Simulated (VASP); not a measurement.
# MnBi4Se7 (C2/m) in VASP: single point with PBE

Aim: the single point of MnBi4Se7 with PBE.

All numbers are computed with VASP 6.6.1; they aren't measurements. Logs are shortened: lines on timing, memory, paths and dates and some standing lists are left out, and cuts for length are marked.

## 1. The cell of the first run

It takes space group C2/m (No. 12, monoclinic). Conventional cell: a = 13.452 Å, b = 4.135 Å, c = 12.322 Å, α = 90.00°, β = 104.75°, γ = 90.00°. Within 3.7 Å of Bi (site symmetry m) lie 6 Se at 2.82 to 3.03 Å. Bi (site symmetry m) has 7 Se at 2.72 to 3.51 Å within 3.6 Å. Within 3.4 Å of Mn (site symmetry 2/m) lie 6 Se at 2.60 to 2.83 Å. Se (site symmetry m) has 1 Mn at 2.60 Å and 3 Bi at 2.82 to 3.03 Å within 3.4 Å. Se (site symmetry m) has 5 Bi at 2.82 to 3.51 Å and 1 Se at 3.69 Å within 3.7 Å. Se (site symmetry m) has 3 Bi at 2.72 to 3.16 Å and 2 Mn at 2.83 Å and 11 Se at 3.69 to 4.23 Å within 4.3 Å. Within 3.8 Å of Se (site symmetry 2/m) lie 4 Bi at 2.91 Å.

## 2. Single point, PBE

INCAR

```
ALGO     = Normal         # electronic algorithm
EDIFF    = 1E-6           # SCF threshold, eV
ENCUT    = 500            # plane-wave cutoff, eV
GGA      = PE             # functional
GGA_COMPAT= False        
ISIF     = 2              # what is computed and relaxed
ISMEAR   = -1             # smearing method
LASPH    = True           # aspherical terms in the spheres
LCHARG   = False          # write CHGCAR
LREAL    = False          # projectors in reciprocal space
LWAVE    = False          # write WAVECAR
NBANDS   = 70             # bands
NELM     = 120            # most SCF steps
PREC     = Accurate       # precision mode
SIGMA    = 0.1            # smearing width, eV
```

KPOINTS

```
k-points
0
Gamma
  6 6 2
```

POSCAR

```
MnBi4Se7
1.0
    0.0000000000      4.1347140000      0.0000000000
    6.7259410000     -2.0673570000      0.0000000000
    3.1382070000      0.0000000000    -11.9155390000
Bi Mn Se
4 1 7
Direct
    0.1215900000      0.2431800000      0.0723400000
    0.8784100000      0.7568200000      0.9276600000
    0.3212000000      0.6424000000      0.3374300000
    0.6788000000      0.3576000000      0.6625700000
    0.0000000000      0.0000000000      0.5000000000
    0.9690000000      0.9380000000      0.3005000000
    0.0310000000      0.0620000000      0.6995000000
    0.2574000000      0.5148000000      0.8559000000
    0.7426000000      0.4852000000      0.1441000000
    0.3510000000      0.7020000000      0.5473000000
    0.6490000000      0.2980000000      0.4527000000
    0.5000000000      0.0000000000      0.0000000000
```

Potentials or basis: VASP PAW PBE potentials, release 64 (Bi_d, Mn_pv, Se).

Started as:

```bash
> cat potpaw_PBE.64/Bi_d/POTCAR potpaw_PBE.64/Mn_pv/POTCAR potpaw_PBE.64/Se/POTCAR > POTCAR
> mpirun -np 1 vasp_std > vasp.out
```

OUTCAR:

```text
EDIFF = 1E-6
   ENCUT = 500
   GGA = PE
   ISIF = 2
   ISMEAR = -1
   LASPH = True
   LREAL = False
   NELM = 120
   PREC = Accurate

 ion  position               nearest neighbor table
   1  0.122  0.243  0.072-   8 2.82   9 2.90   9 2.90  12 2.91  12 2.91   6 3.03
   2  0.878  0.757  0.928-   9 2.82   8 2.90   8 2.90  12 2.91  12 2.91   7 3.03
   3  0.321  0.642  0.337-  10 2.72   6 2.82   6 2.82  11 3.16  11 3.16
   4  0.679  0.358  0.663-  11 2.72   7 2.82   7 2.82  10 3.16  10 3.16
   5  0.000  0.000  0.500-   6 2.60   7 2.60  10 2.83  11 2.83  11 2.83  10 2.83
   6  0.969  0.938  0.300-   5 2.60   3 2.82   3 2.82   1 3.03
   7  0.031  0.062  0.700-   5 2.60   4 2.82   4 2.82   2 3.03
   8  0.257  0.515  0.856-   1 2.82   2 2.90   2 2.90
   9  0.743  0.485  0.144-   2 2.82   1 2.90   1 2.90
  10  0.351  0.702  0.547-   3 2.72   5 2.83   5 2.83   4 3.16   4 3.16
  11  0.649  0.298  0.453-   4 2.72   5 2.83   5 2.83   3 3.16   3 3.16
  12  0.500  0.000  0.000-   1 2.91   2 2.91   2 2.91   1 2.91

  LATTYP: Found a base centered monoclinic cell.
 ALAT       =    13.4518820000
 B/A-ratio  =     0.3073706713
 C/A-ratio  =     0.9159957887
 COS(beta)  =    -0.2546859931

  Lattice vectors:

 A1 = (  -6.7259410000,  -2.0673570000,   0.0000000000)
 A2 = (  -6.7259410000,   2.0673570000,   0.0000000000)
 A3 = (   3.1382070000,   0.0000000000, -11.9155390000)

Analysis of symmetry for initial positions (statically):
=====================================================================
 Subroutine PRICEL returns:
 Original cell was already a primitive cell.

 Routine SETGRP: Setting up the symmetry group for a
 base centered monoclinic supercell.

 Subroutine GETGRP returns: Found  4 space group operations
 (whereof  4 operations were pure point group operations)
 out of a pool of  4 trial point group operations.

The static configuration has the point symmetry C_2h.

Analysis of symmetry for dynamics (positions and initial velocities):
=====================================================================
 Subroutine PRICEL returns:
 Original cell was already a primitive cell.

 Routine SETGRP: Setting up the symmetry group for a
 base centered monoclinic supercell.

 Subroutine GETGRP returns: Found  4 space group operations
 (whereof  4 operations were pure point group operations)
 out of a pool of  4 trial point group operations.

The dynamic configuration has the point symmetry C_2h.

 Subroutine INISYM returns: Found  4 space group operations
 (whereof  4 operations are pure point group operations),
 and found     1 'primitive' translations

----------------------------------------------------------------------------------------

                                     Primitive cell

  volume of cell :     331.3693

  direct lattice vectors                    reciprocal lattice vectors
     0.000000000  4.134714000  0.000000000     0.074339040  0.241854697  0.019578745
     6.725941000 -2.067357000  0.000000000     0.148678081  0.000000000  0.039157490
     3.138207000  0.000000000-11.915539000     0.000000000  0.000000000 -0.083924026

  length of vectors
     4.134714000  7.036493964 12.321867263     0.253778081  0.153748108  0.083924026

  position of ions in fractional coordinates (direct lattice)
     0.121590000  0.243180000  0.072340000
     0.878410000  0.756820000  0.927660000
     0.321200000  0.642400000  0.337430000
     0.678800000  0.357600000  0.662570000
     0.000000000  0.000000000  0.500000000
     0.969000000  0.938000000  0.300500000
     0.031000000  0.062000000  0.699500000
     0.257400000  0.514800000  0.855900000
     0.742600000  0.485200000  0.144100000
     0.351000000  0.702000000  0.547300000
     0.649000000  0.298000000  0.452700000
     0.500000000  0.000000000  0.000000000

  ion indices of the primitive-cell ions
   primitive index   ion index
                 1           1
                 2           2
                 3           3
                 4           4
                 5           5
                 6           6
                 7           7
                 8           8
                 9           9
                10          10
                11          11
                12          12

----------------------------------------------------------------------------------------

 KPOINTS: k-points

Automatic generation of k-mesh.
 Grid dimensions read from file:
 generate k-points for:    6    6    2

 Generating k-lattice:

  Cartesian coordinates                     Fractional coordinates (reciprocal lattice)
     0.012389840  0.040309116  0.003263124     0.166666667  0.000000000  0.000000000
     0.024779680  0.000000000  0.006526248     0.000000000  0.166666667  0.000000000
     0.000000000  0.000000000 -0.041962013     0.000000000  0.000000000  0.500000000

  Length of vectors
     0.042296347  0.025624685  0.041962013

  Shift w.r.t. Gamma in fractional coordinates (k-lattice)
     0.000000000  0.000000000  0.000000000

 Subroutine IBZKPT returns following result:
 ===========================================

 Found     26 irreducible k-points:

 Following reciprocal coordinates:
            Coordinates               Weight
  0.000000  0.000000  0.000000      1.000000
  0.166667  0.000000  0.000000      4.000000
  0.333333  0.000000  0.000000      4.000000
  0.500000  0.000000  0.000000      2.000000
  0.000000  0.166667  0.000000      2.000000
  0.166667  0.166667  0.000000      4.000000
[... 16 lines left out ...]
  0.000000  0.333333  0.500000      2.000000
  0.166667  0.333333  0.500000      4.000000
 [... further k-points ...]
   k-points           NKPTS =     26   k-points in BZ     NKDIM =     26   number of bands    NBANDS=     70
   number of dos      NEDOS =    301   number of ions     NIONS =     12
   total plane-waves  NPLWV = 145800
   dimension x,y,z NGX =    30 NGY =   54 NGZ =   90
   dimension x,y,z NGXF=    60 NGYF=  108 NGZF=  180
   ions per type =               4   1   7
   NGX,Y,Z   is equivalent  to a cutoff of  12.06, 12.76, 12.14 a.u.
   NGXF,Y,Z  is equivalent  to a cutoff of  24.12, 25.52, 24.29 a.u.
 SYSTEM =  unknown system
   PREC   = accura    normal or accurate (medium, high low for compatibility)
   ISTART =      0    job   : 0-new  1-cont  2-samecut
   ICHARG =      2    charge: 1-file 2-atom 10-const
   ISPIN  =      1    spin polarized calculation?
   LNONCOLLINEAR =      F non collinear calculations
   LSORBIT =      F    spin-orbit coupling
   LASPH  =      T    aspherical Exc in radial PAW
   ENCUT  =  500.0 eV  36.75 Ry    6.06 a.u.   7.54 12.83 22.47*2*pi/ulx,y,z
   NELM   =    120;   NELMIN=  2; NELMDL= -5     # of ELM steps
   EDIFF  = 0.1E-05   stopping-criterion for ELM
   LREAL  =      F    real-space projection
   EDIFFG = 0.1E-04   stopping-criterion for IOM
   NSW    =      0    number of steps for IOM
   IBRION =     -1    ionic relax: 0-MD 1-quasi-New 2-CG
   NFREE  =      0    steps in history (QN), initial steepest desc. (CG)
   ISIF   =      2    stress and relaxation
   ISYM   =      2    0-nonsym 1-usesym 2-fastsym
   POTIM  = 0.5000    time-step for ionic-motion
   TEBEG  =    0.0;   TEEND  =   0.0 temperature during run
   PSTRESS=    0.0 pullay stress
   NELECT =     115.0000    total number of electrons
   NUPDOWN=      -1.0000    fix difference up-down
   EMIN   =  10.00;   EMAX   =-10.00  energy-range for DOS
   EFERMI =   0.00;   METHOD = LEGACY
   ISMEAR =    -1;   SIGMA  =   0.10  broadening in eV -4-tet -1-fermi 0-gaus
   EFERMI_NEDOS =   21; number of points for ismear=-14 and -15
   IALGO  =     38    algorithm
   IMIX   =      4    mixing-type and parameters
     AMIX     =   0.40;   BMIX     =  1.00
     AMIX_MAG =   1.60;   BMIX_MAG =  1.00
  volume/ion in A,a.u.               =      27.61       186.35
  Fermi-wavevector in a.u.,A,eV,Ry     =   1.150456  2.174047 18.007980  1.323549
  Thomas-Fermi vector in A             =   2.287120
   LORBIT       =      0    0 simple, 1 ext, 2 COOP (PROOUT), +10 PAW based schemes
   GGA     = PE    functional components
   LHFCALC =     F    Hartree Fock is set to
   AEXX    =    0.0000 exact exchange contribution
   IVDW    =     0    specifies the selected vdW correction
   LEPSILON=     F    determine dielectric tensor
   LRPA    =     F    only Hartree local field effects (RPA)
 non-spin polarized calculation
  energy-cutoff  :      500.00
  volume of cell :      331.37
 maximum number of plane-waves:      8447
   NGX = 15   NGY = 25   NGZ = 45

 number of electron     114.9999997 magnetization

 Free energy of the ion-electron system (eV)
  ---------------------------------------------------
  ext. energy  EPLUGINS =         0.00000000
  ---------------------------------------------------
  free energy    TOTEN  =       -51.18246061 eV

  energy without entropy =      -50.86790142  energy(sigma->0) =      -51.02518101

 E-fermi :   5.1222     XC(G=0):  -9.4796

 val. band max:        5.1080792575   @ k =   0.0000   0.5000   0.0000
 cond. band min:       5.2115365076   @ k =   0.0000   0.5000   0.5000
 fundamental gap:      0.1034572501
 Fermi energy:         5.1221833076

 k-point     1 :       0.0000    0.0000    0.0000
  band No.  band energies     occupation
      1     -42.5257      2.00000
      2     -42.5218      2.00000
      3     -42.4561      2.00000
      4     -18.5992      2.00000
      5     -18.5988      2.00000
      6     -18.5892      2.00000
[... 61 lines left out ...]
     68       7.9523      0.00000
     69       7.9634      0.00000
[... 1654 lines left out ...]
     68       7.6663      0.00000
     69       7.8514      0.00000

 [... further k-points ...]

 [bands above 69 left out]

------------------------ aborting loop because EDIFF is reached ----------------------------------------

  FORCE on cell =-STRESS in cart. coord.  units (eV):
  Direction    XX          YY          ZZ          XY          YZ          ZX
  --------------------------------------------------------------------------------------
  -------------------------------------------------------------------------------------
  Total       -0.3407405     -0.9734024      1.1932575      0.0000000      0.0000000      0.2362967
  in kB       -1.6474877     -4.7064213      5.7694249      0.0000000      0.0000000      1.1424996
  external PRESSURE =      -0.1948280 kB  Pullay stress =       0.0000000 kB

 VOLUME and BASIS-vectors are now :
 -----------------------------------------------------------------------------
  energy-cutoff  :      500.00
  volume of cell :      331.37
      direct lattice vectors                 reciprocal lattice vectors
     0.000000000  4.134714000  0.000000000     0.074339040  0.241854697  0.019578745
     6.725941000 -2.067357000  0.000000000     0.148678081  0.000000000  0.039157490
     3.138207000  0.000000000-11.915539000     0.000000000  0.000000000 -0.083924026

 POSITION                                       TOTAL-FORCE (eV/Angst)
 -----------------------------------------------------------------------------------
      1.86263     -0.00000     -0.86197         0.058460     -0.000000     -0.024402
      8.00152      2.06736    -11.05357        -0.058460     -0.000000      0.024402
      5.37967     -0.00000     -4.02066        -0.320798     -0.000000      0.415871
      4.48448      2.06736     -7.89488         0.320798     -0.000000     -0.415871
      1.56910      0.00000     -5.95777         0.000000      0.000000      0.000000
      7.25196      2.06736     -3.58062         0.518983     -0.000000     -1.041938
      2.61218      0.00000     -8.33492        -0.518983     -0.000000      1.041938
      6.14851     -0.00000    -10.19851        -0.020108     -0.000000      0.269581
      3.71564      2.06736     -1.71703         0.020108      0.000000     -0.269581
      6.43915      0.00000     -6.52137         1.283968     -0.000000      0.043508
      3.42500      2.06736     -5.39416        -1.283968     -0.000000     -0.043508
      0.00000      2.06736      0.00000         0.000000     -0.000000      0.000000
 -----------------------------------------------------------------------------------
    total drift:                               -0.000000     -0.000000      0.000000

  FREE ENERGIE OF THE ION-ELECTRON SYSTEM (eV)
  ---------------------------------------------------
  free  energy   TOTEN  =       -51.1824606123 eV

  energy  without entropy=      -50.8679014163  energy(sigma->0) =      -51.02518101
```

It took 28 min on 1 thread of Intel Xeon 8259CL, shared host; peak memory 0.66 GiB.

Results:

| Property | Result |
| --- | --- |
| Free energy | -51.1825 eV |
| Pressure | 0.0 GPa |
| Largest force | 1.285 eV/Å |
| Band gap on the k mesh | zero (an odd number of electrons rules out a gap without spin polarisation) |

Forces in eV/Å, atoms in the order of the input:
```
Bi   0.058  0.000 -0.024
Bi  -0.058  0.000  0.024
Bi  -0.321  0.000  0.416
Bi   0.321  0.000 -0.416
Mn   0.000  0.000  0.000
Se   0.519  0.000 -1.042
Se  -0.519  0.000  1.042
Se  -0.020  0.000  0.270
Se   0.020  0.000 -0.270
Se   1.284  0.000  0.044
Se  -1.284  0.000 -0.044
Se   0.000  0.000  0.000
```

Caveat: spin-orbit coupling is left out, which moves the levels of the heavy elements; the run has no spin polarisation, though such a crystal can be magnetic; semilocal functionals often make such compounds metallic where correlation or magnetic order opens a gap, which also shifts bond lengths; forces of over 1 eV/Å act on the atoms, so gaps and moduli don't describe the material at rest. With open d or f shells a metallic result of PBE can be an artefact of self-interaction; +U or a hybrid may open a gap.
